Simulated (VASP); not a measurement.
## HfO2: single point with PBE

The system is HfO2.

```
Hf O
1.0
     5.05980    0.00000    0.00000
     0.00000   10.01720    0.00000
     0.00000    0.00000    5.12305
Hf O
8 16
Direct
  0.74482 0.88439 0.96580
  0.24482 0.61561 0.03420
  0.25518 0.38439 0.53420
  0.75518 0.11561 0.46580
  0.25518 0.11561 0.03420
  0.75518 0.38439 0.96580
  0.74482 0.61561 0.46580
  0.24482 0.88439 0.53420
  0.86980 0.79153 0.62130
  0.36980 0.70847 0.37870
  0.13020 0.29153 0.87870
  0.63020 0.20847 0.12130
  0.13020 0.20847 0.37870
  0.63020 0.29153 0.62130
  0.86980 0.70847 0.12130
  0.36980 0.79153 0.87870
  0.50272 0.97642 0.26136
  0.00272 0.52358 0.73864
  0.49728 0.47642 0.23864
  0.99728 0.02358 0.76136
  0.49728 0.02358 0.73864
  0.99728 0.47642 0.26136
  0.50272 0.52358 0.76136
  0.00272 0.97642 0.23864
```

This cell differs from its parent crystal: z stretched by -2 %, then relaxed in part.

| Property | Result |
| --- | --- |
| Program | VASP 6.6.1 |
| Task | single point |
| Functional | PBE |
| Potentials or basis | VASP PAW PBE potentials, release 64 (Hf_pv, O) |
| Cutoff | 600 eV |
| k mesh | 5 × 3 × 5 |
| Occupations | fermi-dirac, width 0.02 eV |
| Spin | no spin polarisation |
| Dipole correction | no |
| Further INCAR settings | ALGO = Normal; EDIFF = 1e-06; NBANDS = 106 |

```json
{"Pressure": "7.4 GPa", "Largest force": "0.052 eV/Å", "Band gap on the k mesh": "4.33 eV, indirect (least direct gap 4.46 eV)"}
```

Forces on the atoms (eV/Å):
```
Hf  -0.015  0.027 -0.031
Hf  -0.015 -0.027  0.031
Hf   0.015  0.027  0.031
Hf   0.015 -0.027 -0.031
Hf   0.015 -0.027  0.031
Hf   0.015  0.027 -0.031
Hf  -0.015 -0.027 -0.031
Hf  -0.015  0.027  0.031
O    0.020 -0.017  0.044
O    0.020  0.017 -0.044
O   -0.020 -0.017 -0.044
O   -0.020  0.017  0.044
O   -0.020  0.017 -0.044
O   -0.020 -0.017  0.044
O    0.020  0.017  0.044
O    0.020 -0.017 -0.044
O    0.004  0.036 -0.010
O    0.004 -0.036  0.010
O   -0.004  0.036  0.010
O   -0.004 -0.036 -0.010
O   -0.004 -0.036  0.010
O   -0.004  0.036 -0.010
O    0.004 -0.036 -0.010
O    0.004  0.036  0.010
```

Stress tensor (GPa, compression positive):
```
 5.00  0.00  0.00
 0.00  5.49  0.00
 0.00  0.00 11.64
```

Levels at points of the mesh, in eV from the valence-band top:
| k point | band 85 | band 86 | band 87 | band 88 | band 89 | band 90 | band 91 | band 92 |
| --- | --- | --- | --- | --- | --- | --- | --- | --- |
| (0.00, 0.00, 0.00) | -0.11 | -0.08 | -0.01 | 0.00 | 4.58 | 5.04 | 5.17 | 5.27 |

It took 13 min on 1 thread of Intel(R) Xeon(R) Platinum 8488C (Sapphire Rapids), with other jobs on the host, peak memory 0.62 GiB.

Caveat: the cell differs from its parent crystal (z stretched by -2 %, then relaxed in part); spin-orbit coupling is left out, which moves the levels of the heavy elements. A k mesh can miss the band edges.
